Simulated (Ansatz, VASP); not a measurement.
One calculation of TaSi2, two programs

The input INCAR:

```
PREC = Accurate
ENCUT = 600
EDIFF = 1E-6
ISMEAR = -1
SIGMA = 0.1
LREAL = False
LASPH = True
NELM = 80
ALGO = Normal
ISIF = 3
LWAVE = False
LCHARG = False
GGA = PS
IBRION = 2
NSW = 80
EDIFFG = -0.01
```

KPOINTS

```
regular mesh
0
Gamma
  8 8 5
```

POSCAR

```
TaSi2
1.0
    4.7839000000      0.0000000000      0.0000000000
   -2.3919500000      4.1429789300      0.0000000000
    0.0000000000      0.0000000000      6.5700000000
Ta Si
3 6
Direct
    0.5000000000      0.0000000000      0.0000000000
    0.5000000000      0.5000000000      0.6666666700
    0.0000000000      0.5000000000      0.3333333300
    0.1589700000      0.3179400000      0.0000000000
    0.8410300000      0.1589700000      0.6666666700
    0.6820600000      0.8410300000      0.3333333300
    0.8410300000      0.6820600000      0.0000000000
    0.1589700000      0.8410300000      0.6666666700
    0.3179400000      0.1589700000      0.3333333300
```

Input for Ansatz:

```yaml
crystal:
  lattice:
    - [4.7839, 0.0, 0.0]
    - [-2.39195, 4.14297893, 0.0]
    - [0.0, 0.0, 6.57]
  atoms:
    - { symbol: Ta, position: [0.5, 0.0, 0.0] }
    - { symbol: Ta, position: [0.5, 0.5, 0.66666667] }
    - { symbol: Ta, position: [0.0, 0.5, 0.33333333] }
    - { symbol: Si, position: [0.15897, 0.31794, 0.0] }
    - { symbol: Si, position: [0.84103, 0.15897, 0.66666667] }
    - { symbol: Si, position: [0.68206, 0.84103, 0.33333333] }
    - { symbol: Si, position: [0.84103, 0.68206, 0.0] }
    - { symbol: Si, position: [0.15897, 0.84103, 0.66666667] }
    - { symbol: Si, position: [0.31794, 0.15897, 0.33333333] }
  symmetry: { tolerance: 0.0003 }
hamiltonian:
  xc: pbesol
  pseudopotentials: { kind: paw, azcp: { folder: soft_1 } }
basis:
  ecutwfc: 420
magnetization:
  spin_polarized: false
scf:
  occupations: { method: fermi_dirac, width: 0.1 }
kpoints:
  mp_grid: { grid: [8, 8, 5], shift: [0, 0, 0] }
output:
  forces: true
  stress: true
  eigenvalues: true
relax:
  max_steps: 60
  cell: {}
```

Alike in both runs: task relaxation of cell and atoms; functional PBEsol; k mesh 8 × 8 × 5; occupations fermi-dirac, width 0.1 eV; no spin polarisation.

```csv
,VASP,Ansatz
version,VASP 6.6.1,Ansatz 0.2.0
potentials or method,"VASP PAW PBE potentials, release 64 (Ta_pv, Si), cutoff 600 eV",PAW plane waves
valence electrons in the cell,57,63
```

VASP gave:

- gap on the k mesh at the Fermi level, each at its own relaxed structure (eV): none
- relaxed volume (Å³/atom): 14.33
- relaxed cell length with the largest relative difference (Å): 6.560

What did Ansatz give for the same quantities?

gap on the k mesh at the Fermi level, each at its own relaxed structure (eV): none; relaxed volume (Å³/atom): 14.31; relaxed cell length with the largest relative difference (Å): 6.556.

VASP's potentials were made for PBE, not for PBEsol, and Ansatz warns of the same on its side. A gap of «none» marks a metal or a gap that the smearing closes. VASP's potentials hold 57 valence electrons a cell and Ansatz's 63, so a difference there can come from the potentials and not from the codes.

Neither program's run includes spin-orbit coupling.
